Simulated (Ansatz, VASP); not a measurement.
## Two plane-wave programs on GaN

The input POSCAR:

```
GaN
1.0
    3.1830969073      0.0000000000      0.0000000000
   -1.5915484537      2.7566427845      0.0000000000
    0.0000000000      0.0000000000      5.1835829282
Ga N
2 2
Direct
    0.6666666667      0.3333333333      0.4991072756
    0.3333333333      0.6666666667      0.9991072756
    0.6666666667      0.3333333333      0.8758927244
    0.3333333333      0.6666666667      0.3758927244
```

INCAR.step1

```
PREC = Accurate
ENCUT = 520
ISMEAR = 0
SIGMA = 0.02
LREAL = F
LASPH = T
NELM = 80
NBANDS = 26
GGA = PE
ALGO = Normal
EDIFF = 1E-4
LWAVE = T
LCHARG = F
```

Contents of INCAR.step2:

```
PREC = Accurate
ENCUT = 520
EDIFF = 1E-6
ISMEAR = 0
SIGMA = 0.02
LREAL = F
LASPH = T
NELM = 80
ALGO = Normal
ISIF = 2
LWAVE = F
LCHARG = F
METAGGA = R2SCAN
LMIXTAU = T
NBANDS = 26
ISTART = 1
```

Contents of KPOINTS:

```
regular mesh
0
Gamma
  12 12 6
```

Input for Ansatz:

```yaml
crystal:
  lattice:
    - [3.1830969044, 0.0, 0.0]
    - [-1.5915484522, 2.7566427819, 0.0]
    - [0.0, 0.0, 5.1835829281]
  atoms:
    - { symbol: Ga, position: [0.6666666667, 0.3333333333, 0.4991072758] }
    - { symbol: Ga, position: [0.3333333333, 0.6666666667, 0.9991072758] }
    - { symbol: "N", position: [0.6666666667, 0.3333333333, 0.8758927242] }
    - { symbol: "N", position: [0.3333333333, 0.6666666667, 0.3758927242] }
basis:
  ecutwfc: 500
kpoints:
  mp_grid: { grid: [12, 12, 6] }
hamiltonian:
  xc: r2scan
scf:
  occupations: { method: gaussian, width: 0.02 }
output:
  forces: true
  stress: true
  eigenvalues: true
```

Alike in both runs: task single point; functional r2SCAN; k mesh 12 × 12 × 6; occupations gaussian, width 0.02 eV; no spin polarisation.

|  | VASP | Ansatz |
| --- | --- | --- |
| version | VASP 6.6.1 | Ansatz 0.2.0 |
| potentials or method | VASP PAW PBE potentials, release 64 (Ga_d, N), cutoff 520 eV | scalar-relativistic, plane waves, PAW |
| valence electrons in the cell | 36 | 36 |

|  | VASP | Ansatz | Ansatz less VASP |
| --- | --- | --- | --- |
| gap on the k mesh at the Fermi level (eV) | 2.34 | 2.35 | +0.007 |
| least direct gap on the mesh (eV) | 2.34 | 2.35 | +0.007 |
| pressure (GPa) | 1.1 | 0.0 | -1.08 |
| traceless stress, the component that is largest in VASP (GPa) | -0.09 | 0.00 | +0.086 |
| rms of the force components (eV/Å) | 0.003 | 0.000 | -0.0030 |

VASP's potentials were made for PBE, not for r2SCAN. Atom by atom the forces differ by 0.003 eV/Å (rms over components).
